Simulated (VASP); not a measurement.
# HfN (P6_3/mmc) in VASP: further runs

The runs below take HfN through single point, with PBEsol.

Program: VASP 6.6.1. These are calculated values, not measurements. Logs are shortened: lines on timing, memory, paths and dates and some standing lists are left out, and cuts for length are marked.

## 1. The cell of the first run

Symmetry: P6_3/mmc, No. 194, hexagonal system. Conventional cell: a = 3.134 Å, b = 3.134 Å, c = 5.417 Å, α = 90.00°, β = 90.00°, γ = 120.00°. Within 3.0 Å of Hf (site symmetry -6m2) lie 6 N at 2.26 Å. N (site symmetry -3m) has 6 Hf at 2.26 Å and 2 N at 2.71 Å within 3.0 Å.

## 2. Single point, PBEsol

INCAR

```
  PREC = Accurate
  ENCUT = 700
  EDIFF = 1E-6
  ISMEAR = 1
  SIGMA = 0.2
  LREAL = False
  LASPH = True
  NELM = 120
  ALGO = Normal
  ISIF = 2
  LWAVE = False
  LCHARG = True
  GGA = PS
  LELF = True
  LVHAR = True
  NBANDS = 23
  ISYM = -1
  GGA_COMPAT = False
```

KPOINTS

```
explicit points
128
Reciprocal
  0.06250000   0.06250000   0.12500000 2
  0.06250000   0.06250000   0.37500000 2
  0.06250000   0.06250000   0.62500000 2
  0.06250000   0.06250000   0.87500000 2
  0.06250000   0.18750000   0.12500000 2
  0.06250000   0.18750000   0.37500000 2
  0.06250000   0.18750000   0.62500000 2
  0.06250000   0.18750000   0.87500000 2
  0.06250000   0.31250000   0.12500000 2
  0.06250000   0.31250000   0.37500000 2
  0.06250000   0.31250000   0.62500000 2
  0.06250000   0.31250000   0.87500000 2
  0.06250000   0.43750000   0.12500000 2
  0.06250000   0.43750000   0.37500000 2
  0.06250000   0.43750000   0.62500000 2
  0.06250000   0.43750000   0.87500000 2
  0.06250000   0.56250000   0.12500000 2
  0.06250000   0.56250000   0.37500000 2
  0.06250000   0.56250000   0.62500000 2
  0.06250000   0.56250000   0.87500000 2
  0.06250000   0.68750000   0.12500000 2
  0.06250000   0.68750000   0.37500000 2
  0.06250000   0.68750000   0.62500000 2
  0.06250000   0.68750000   0.87500000 2
  0.06250000   0.81250000   0.12500000 2
  0.06250000   0.81250000   0.37500000 2
  0.06250000   0.81250000   0.62500000 2
  0.06250000   0.81250000   0.87500000 2
  0.06250000   0.93750000   0.12500000 2
  0.06250000   0.93750000   0.37500000 2
  0.06250000   0.93750000   0.62500000 2
  0.06250000   0.93750000   0.87500000 2
  0.18750000   0.06250000   0.12500000 2
  0.18750000   0.06250000   0.37500000 2
  0.18750000   0.06250000   0.62500000 2
  0.18750000   0.06250000   0.87500000 2
  0.18750000   0.18750000   0.12500000 2
  0.18750000   0.18750000   0.37500000 2
  0.18750000   0.18750000   0.62500000 2
  0.18750000   0.18750000   0.87500000 2
  0.18750000   0.31250000   0.12500000 2
  0.18750000   0.31250000   0.37500000 2
  0.18750000   0.31250000   0.62500000 2
  0.18750000   0.31250000   0.87500000 2
  0.18750000   0.43750000   0.12500000 2
  0.18750000   0.43750000   0.37500000 2
  0.18750000   0.43750000   0.62500000 2
  0.18750000   0.43750000   0.87500000 2
  0.18750000   0.56250000   0.12500000 2
  0.18750000   0.56250000   0.37500000 2
  0.18750000   0.56250000   0.62500000 2
  0.18750000   0.56250000   0.87500000 2
  0.18750000   0.68750000   0.12500000 2
  0.18750000   0.68750000   0.37500000 2
  0.18750000   0.68750000   0.62500000 2
  0.18750000   0.68750000   0.87500000 2
  0.18750000   0.81250000   0.12500000 2
  0.18750000   0.81250000   0.37500000 2
  0.18750000   0.81250000   0.62500000 2
  0.18750000   0.81250000   0.87500000 2
  0.18750000   0.93750000   0.12500000 2
  0.18750000   0.93750000   0.37500000 2
  0.18750000   0.93750000   0.62500000 2
  0.18750000   0.93750000   0.87500000 2
  0.31250000   0.06250000   0.12500000 2
  0.31250000   0.06250000   0.37500000 2
  0.31250000   0.06250000   0.62500000 2
  0.31250000   0.06250000   0.87500000 2
  0.31250000   0.18750000   0.12500000 2
  0.31250000   0.18750000   0.37500000 2
  0.31250000   0.18750000   0.62500000 2
  0.31250000   0.18750000   0.87500000 2
  0.31250000   0.31250000   0.12500000 2
  0.31250000   0.31250000   0.37500000 2
  0.31250000   0.31250000   0.62500000 2
  0.31250000   0.31250000   0.87500000 2
  0.31250000   0.43750000   0.12500000 2
  0.31250000   0.43750000   0.37500000 2
  0.31250000   0.43750000   0.62500000 2
  0.31250000   0.43750000   0.87500000 2
  0.31250000   0.56250000   0.12500000 2
  0.31250000   0.56250000   0.37500000 2
  0.31250000   0.56250000   0.62500000 2
  0.31250000   0.56250000   0.87500000 2
  0.31250000   0.68750000   0.12500000 2
  0.31250000   0.68750000   0.37500000 2
  0.31250000   0.68750000   0.62500000 2
  0.31250000   0.68750000   0.87500000 2
  0.31250000   0.81250000   0.12500000 2
  0.31250000   0.81250000   0.37500000 2
  0.31250000   0.81250000   0.62500000 2
  0.31250000   0.81250000   0.87500000 2
  0.31250000   0.93750000   0.12500000 2
  0.31250000   0.93750000   0.37500000 2
  0.31250000   0.93750000   0.62500000 2
  0.31250000   0.93750000   0.87500000 2
  0.43750000   0.06250000   0.12500000 2
  0.43750000   0.06250000   0.37500000 2
  0.43750000   0.06250000   0.62500000 2
  0.43750000   0.06250000   0.87500000 2
  0.43750000   0.18750000   0.12500000 2
  0.43750000   0.18750000   0.37500000 2
  0.43750000   0.18750000   0.62500000 2
  0.43750000   0.18750000   0.87500000 2
  0.43750000   0.31250000   0.12500000 2
  0.43750000   0.31250000   0.37500000 2
  0.43750000   0.31250000   0.62500000 2
  0.43750000   0.31250000   0.87500000 2
  0.43750000   0.43750000   0.12500000 2
  0.43750000   0.43750000   0.37500000 2
  0.43750000   0.43750000   0.62500000 2
  0.43750000   0.43750000   0.87500000 2
  0.43750000   0.56250000   0.12500000 2
  0.43750000   0.56250000   0.37500000 2
  0.43750000   0.56250000   0.62500000 2
  0.43750000   0.56250000   0.87500000 2
  0.43750000   0.68750000   0.12500000 2
  0.43750000   0.68750000   0.37500000 2
  0.43750000   0.68750000   0.62500000 2
  0.43750000   0.68750000   0.87500000 2
  0.43750000   0.81250000   0.12500000 2
  0.43750000   0.81250000   0.37500000 2
  0.43750000   0.81250000   0.62500000 2
  0.43750000   0.81250000   0.87500000 2
  0.43750000   0.93750000   0.12500000 2
  0.43750000   0.93750000   0.37500000 2
  0.43750000   0.93750000   0.62500000 2
  0.43750000   0.93750000   0.87500000 2
```

POSCAR

```
HfN
1.0
    3.1339080000      0.0000000000      0.0000000000
   -1.5669540000      2.7140439411      0.0000000000
    0.0000000000      0.0000000000      5.4167680000
Hf N
2 2
Direct
    0.6666666667      0.3333333333      0.7500000000
    0.3333333333      0.6666666667      0.2500000000
    0.0000000000      0.0000000000      0.0000000000
    0.0000000000      0.0000000000      0.5000000000
```

Potentials or basis: VASP PAW PBE potentials, release 64 (Hf_pv, N).

Started as:

```console
> cat potpaw_PBE.64/Hf_pv/POTCAR potpaw_PBE.64/N/POTCAR > POTCAR
> mpirun -np 1 vasp_std > vasp.out
```

OUTCAR:

```text
PREC = Accurate
   ENCUT = 700
   EDIFF = 1E-6
   ISMEAR = 1
   LREAL = False
   LASPH = True
   NELM = 120
   ISIF = 2
   GGA = PS
   ISYM = -1

 ion  position               nearest neighbor table
   1  0.667  0.333  0.750-   3 2.26   4 2.26   3 2.26   4 2.26   3 2.26   4 2.26   2 3.26   2 3.26
                             2 3.26   2 3.26   2 3.26   2 3.26
   2  0.333  0.667  0.250-   3 2.26   4 2.26   3 2.26   4 2.26   3 2.26   4 2.26   1 3.26   1 3.26
                             1 3.26   1 3.26   1 3.26   1 3.26
   3  0.000  0.000  0.000-   1 2.26   2 2.26   2 2.26   1 2.26   1 2.26   2 2.26
   4  0.000  0.000  0.500-   1 2.26   2 2.26   2 2.26   1 2.26   1 2.26   2 2.26

IMPORTANT INFORMATION: All symmetrisations will be switched off!
NOSYMM: (Re-)initialisation of all symmetry stuff for point group C_1.

----------------------------------------------------------------------------------------

                                     Primitive cell

  volume of cell :      46.0727

  direct lattice vectors                    reciprocal lattice vectors
     3.133908000  0.000000000  0.000000000     0.319090414  0.184226936  0.000000000
    -1.566954000  2.714043941  0.000000000     0.000000000  0.368453872  0.000000000
     0.000000000  0.000000000  5.416768000     0.000000000  0.000000000  0.184611931

  length of vectors
     3.133908000  3.133908000  5.416768000     0.368453872  0.368453872  0.184611931

  position of ions in fractional coordinates (direct lattice)
     0.666666667  0.333333333  0.750000000
     0.333333333  0.666666667  0.250000000
     0.000000000  0.000000000  0.000000000
     0.000000000  0.000000000  0.500000000

  ion indices of the primitive-cell ions
   primitive index   ion index
                 1           1
                 2           2
                 3           3
                 4           4

----------------------------------------------------------------------------------------

 KPOINTS: explicit points

Read explicit list of k-points.

 Found    128 k-points:

 Following reciprocal coordinates:
            Coordinates               Weight
  0.062500  0.062500  0.125000      0.007812
  0.062500  0.062500  0.375000      0.007812
  0.062500  0.062500  0.625000      0.007812
  0.062500  0.062500  0.875000      0.007812
  0.062500  0.187500  0.125000      0.007812
  0.062500  0.187500  0.375000      0.007812
[... 16 lines left out ...]
  0.062500  0.687500  0.625000      0.007812
  0.062500  0.687500  0.875000      0.007812
 [... further k-points ...]
   k-points           NKPTS =    128   k-points in BZ     NKDIM =    128   number of bands    NBANDS=     23
   number of dos      NEDOS =    301   number of ions     NIONS =      4
   total plane-waves  NPLWV =  37632
   dimension x,y,z NGX =    28 NGY =   28 NGZ =   48
   dimension x,y,z NGXF=    56 NGYF=   56 NGZF=   96
   ions per type =               2   2
   NGX,Y,Z   is equivalent  to a cutoff of  14.85, 14.85, 14.73 a.u.
   NGXF,Y,Z  is equivalent  to a cutoff of  29.71, 29.71, 29.46 a.u.
 SYSTEM =  unknown system
   PREC   = accura    normal or accurate (medium, high low for compatibility)
   ISTART =      0    job   : 0-new  1-cont  2-samecut
   ICHARG =      2    charge: 1-file 2-atom 10-const
   ISPIN  =      1    spin polarized calculation?
   LNONCOLLINEAR =      F non collinear calculations
   LSORBIT =      F    spin-orbit coupling
   LASPH  =      T    aspherical Exc in radial PAW
   ENCUT  =  700.0 eV  51.45 Ry    7.17 a.u.   6.76  6.76 11.69*2*pi/ulx,y,z
   NELM   =    120;   NELMIN=  2; NELMDL= -5     # of ELM steps
   EDIFF  = 0.1E-05   stopping-criterion for ELM
   LREAL  =      F    real-space projection
   EDIFFG = 0.1E-04   stopping-criterion for IOM
   NSW    =      0    number of steps for IOM
   IBRION =     -1    ionic relax: 0-MD 1-quasi-New 2-CG
   NFREE  =      0    steps in history (QN), initial steepest desc. (CG)
   ISIF   =      2    stress and relaxation
   ISYM   =     -1    0-nonsym 1-usesym 2-fastsym
   POTIM  = 0.5000    time-step for ionic-motion
   TEBEG  =    0.0;   TEEND  =   0.0 temperature during run
   PSTRESS=    0.0 pullay stress
   NELECT =      30.0000    total number of electrons
   NUPDOWN=      -1.0000    fix difference up-down
   EMIN   =  10.00;   EMAX   =-10.00  energy-range for DOS
   EFERMI =   0.00;   METHOD = LEGACY
   ISMEAR =     1;   SIGMA  =   0.20  broadening in eV -4-tet -1-fermi 0-gaus
   EFERMI_NEDOS =   21; number of points for ismear=-14 and -15
   IALGO  =     38    algorithm
   IMIX   =      4    mixing-type and parameters
     AMIX     =   0.40;   BMIX     =  1.00
     AMIX_MAG =   1.60;   BMIX_MAG =  1.00
  volume/ion in A,a.u.               =      11.52        77.73
  Fermi-wavevector in a.u.,A,eV,Ry     =   1.418951  2.681429 27.394277  2.013423
  Thomas-Fermi vector in A             =   2.540023
   LORBIT       =      0    0 simple, 1 ext, 2 COOP (PROOUT), +10 PAW based schemes
   GGA     = PS    functional components
   LHFCALC =     F    Hartree Fock is set to
   AEXX    =    0.0000 exact exchange contribution
   IVDW    =     0    specifies the selected vdW correction
   LEPSILON=     F    determine dielectric tensor
   LRPA    =     F    only Hartree local field effects (RPA)
 non-spin polarized calculation
 Methfessel and Paxton  Order N= 1 SIGMA  =   0.20
  energy-cutoff  :      700.00
  volume of cell :       46.07
 maximum number of plane-waves:      1953
 NGX is ok and might be reduce to    28
   NGX = 13   NGY = 13   NGZ = 23

 number of electron      29.9999998 magnetization

 Free energy of the ion-electron system (eV)
  ---------------------------------------------------
  ext. energy  EPLUGINS =         0.00000000
  ---------------------------------------------------
  free energy    TOTEN  =       -45.86112262 eV

  energy without entropy =      -45.85948812  energy(sigma->0) =      -45.86057778

 E-fermi :   7.9356     XC(G=0): -12.9030

 val. band max:        7.9160085286   @ k =   0.0625   0.0625   0.8750
 cond. band min:       7.9521533693   @ k =   0.0625   0.3125   0.6250
 fundamental gap:      0.0361448406
 Fermi energy:         7.9356440618

 k-point     1 :       0.0625    0.0625    0.1250
  band No.  band energies     occupation
      1     -23.8090      2.00000
      2     -23.0577      2.00000
      3     -22.9954      2.00000
      4     -22.9616      2.00000
      5     -22.9086      2.00000
      6     -22.8623      2.00000
[... 15 lines left out ...]
     22      12.7709      0.00000
     23      12.9333      0.00000

 k-point     2 :       0.0625    0.0625    0.3750
  band No.  band energies     occupation
      1     -23.6064      2.00000
      2     -23.3012      2.00000
      3     -22.9722      2.00000
      4     -22.9501      2.00000
      5     -22.9051      2.00000
      6     -22.8832      2.00000
[... 15 lines left out ...]
     22      12.0817      0.00000
     23      12.2094      0.00000

 k-point     3 :       0.0625    0.0625    0.6250
  band No.  band energies     occupation
      1     -23.6064      2.00000
      2     -23.3012      2.00000
      3     -22.9722      2.00000
      4     -22.9501      2.00000
      5     -22.9051      2.00000
      6     -22.8832      2.00000
[... 15 lines left out ...]
     22      12.0817      0.00000
     23      12.2094      0.00000
[... 495 lines left out ...]
 k-point    23 :       0.0625    0.6875    0.6250
  band No.  band energies     occupation
      1     -23.5890      2.00000
      2     -23.4915      2.00000
      3     -23.2535      2.00000
      4     -23.1279      2.00000
      5     -23.0196      2.00000
      6     -22.9714      2.00000
[... 15 lines left out ...]
     22      13.3171      0.00000
     23      13.7734      0.00000

 k-point    24 :       0.0625    0.6875    0.8750
  band No.  band energies     occupation
      1     -23.6240      2.00000
      2     -23.4436      2.00000
      3     -23.3318      2.00000
      4     -23.0699      2.00000
      5     -23.0438      2.00000
      6     -22.9360      2.00000
[... 15 lines left out ...]
     22      13.1450      0.00000
     23      13.5920      0.00000

 [... further k-points ...]

------------------------ aborting loop because EDIFF is reached ----------------------------------------

  FORCE on cell =-STRESS in cart. coord.  units (eV):
  Direction    XX          YY          ZZ          XY          YZ          ZX
  --------------------------------------------------------------------------------------
  -------------------------------------------------------------------------------------
  Total       -1.2692821     -1.2521115     -1.4771935      0.0148574      0.0000031     -0.0000004
  in kB      -44.1392959    -43.5421879    -51.3694164      0.5166678      0.0001090     -0.0000139
  external PRESSURE =     -46.3503001 kB  Pullay stress =       0.0000000 kB

 VOLUME and BASIS-vectors are now :
 -----------------------------------------------------------------------------
  energy-cutoff  :      700.00
  volume of cell :       46.07
      direct lattice vectors                 reciprocal lattice vectors
     3.133908000  0.000000000  0.000000000     0.319090414  0.184226936  0.000000000
    -1.566954000  2.714043941  0.000000000     0.000000000  0.368453872  0.000000000
     0.000000000  0.000000000  5.416768000     0.000000000  0.000000000  0.184611931

 POSITION                                       TOTAL-FORCE (eV/Angst)
 -----------------------------------------------------------------------------------
      1.56695      0.90468      4.06258         0.018179     -0.010494      0.000017
     -0.00000      1.80936      1.35419        -0.018180      0.010494      0.000017
      0.00000      0.00000      0.00000         0.000001     -0.000001      0.000110
      0.00000      0.00000      2.70838        -0.000000      0.000002     -0.000143
 -----------------------------------------------------------------------------------
    total drift:                                0.000002      0.000001     -0.000072

  FREE ENERGIE OF THE ION-ELECTRON SYSTEM (eV)
  ---------------------------------------------------
  free  energy   TOTEN  =       -45.8611226162 eV

  energy  without entropy=      -45.8594881216  energy(sigma->0) =      -45.86057778
```

It took 1.8 min on 1 thread of AMD EPYC 9R45 (Zen 5), shared host; peak memory 0.28 GiB.

What came out:

- Free energy: -45.8611 eV
- Pressure: -4.6 GPa
- Largest force: 0.021 eV/Å
- Band gap on the k mesh: zero (bands 15 and 16 overlap by 1.08 eV)

Forces on the atoms (eV/Å):
```
Hf   0.018 -0.010  0.000
Hf  -0.018  0.010  0.000
N    0.000  0.000  0.000
N    0.000  0.000  0.000
```

Caveat: the cell stands under tension; the PAW data sets were made with another functional, which shifts forces and pressure a little; spin-orbit coupling is left out, which moves the levels of the heavy elements.

## 3. Single point, PBEsol

INCAR

```
SYSTEM = HfN
  ALGO = Normal
  EDIFF = 1E-6
  ENCUT = 700
  GGA = PS
  GGA_COMPAT = .FALSE.
  ISIF = 2
  ISMEAR = 1
  ISYM = -1
  LASPH = .TRUE.
  LCHARG = .FALSE.
  LREAL = .FALSE.
  LWAVE = .FALSE.
  NBANDS = 23
  NELM = 120
  PREC = Accurate
  SIGMA = 0.2
```

KPOINTS is that of step 2.

POSCAR is that of step 2.

Potentials or basis: VASP PAW PBE potentials, release 64 (Hf_pv, N).

Started as:

```console
> cat potpaw_PBE.64/Hf_pv/POTCAR potpaw_PBE.64/N/POTCAR > POTCAR
> mpirun -np 1 vasp_std > vasp.out
```

Run time: 2 min. Hardware: 1 thread of AMD EPYC 9R45 (Zen 5), shared host; peak memory 0.29 GiB.

It converged, with:

- Free energy: -45.8611 eV
- Pressure: -4.6 GPa
- Largest force: 0.021 eV/Å
- Band gap on the k mesh: zero (bands 15 and 16 overlap by 1.08 eV)

Forces in eV/Å, atoms in the order of the input:
```
Hf   0.018 -0.010  0.000
Hf  -0.018  0.010  0.000
N    0.000  0.000  0.000
N    0.000  0.000  0.000
```

Stress tensor (GPa, compression positive):
```
-4.41  0.05  0.00
 0.05 -4.35  0.00
 0.00  0.00 -5.14
```

Levels at points of the mesh, in eV from the Fermi level:
```tsv
k point	band 12	band 13	band 14	band 15	band 16	band 17	band 18	band 19
(0.06, 0.06, 0.12)	-4.13	-4.09	-2.75	-0.51	-0.02	1.03	1.70	2.25
```

Caveat: the cell stands under tension; the PAW data sets were made with another functional, which shifts forces and pressure a little; spin-orbit coupling is left out, which moves the levels of the heavy elements.

The gap in the log of VASP goes by the Fermi energy; the results here count the filled bands.